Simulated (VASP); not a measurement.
Runs of VASP 6.6.1 on Se. The structure is that of space group P3_121 (No. 152), or close to it. The cells are those of the table. 

```csv
task,cell,gap on the mesh (eV),pressure (GPa),largest force (eV/Å)
electric field gradients,"a = 4.366, b = 4.366, c = 4.954 Å, angles 90.0, 90.0, 120.0°, 3 atoms",1.23,0.4,0.33
single point,"a = 4.366, b = 4.366, c = 4.855 Å, angles 90.0, 90.0, 120.0°, 3 atoms",(b),2.1,0.59
single point,"a = 4.452, b = 4.452, c = 5.051 Å, angles 90.0, 90.0, 120.0°, 3 atoms",(a),-2.6,0.24
single point,"a = 4.307, b = 4.307, c = 4.887 Å, angles 90.0, 90.0, 120.0°, 3 atoms",1.20,3.0,0.79
electric field gradients,"a = 4.366, b = 4.347, c = 4.954 Å, angles 89.8, 89.4, 119.6°, 3 atoms",(c),0.4,0.43
```

Alike in all rows: level PBEsol; potentials or basis VASP PAW PBE potentials, release 64 (Se); no spin polarisation; k mesh 6 × 6 × 5; cutoff (eV) 520; smearing fermi-dirac 0.03 eV.

Question: Estimate the missing entries.

Answer: (a) 1.26; (b) 1.19; (c) 1.18.

Caveats: the PAW data sets were made with another functional, which shifts forces and pressure a little; an odd mesh through Γ misses points on the zone boundary, where band edges can lie.

A k mesh can miss the band edges, and the runs leave out spin-orbit coupling on Se.
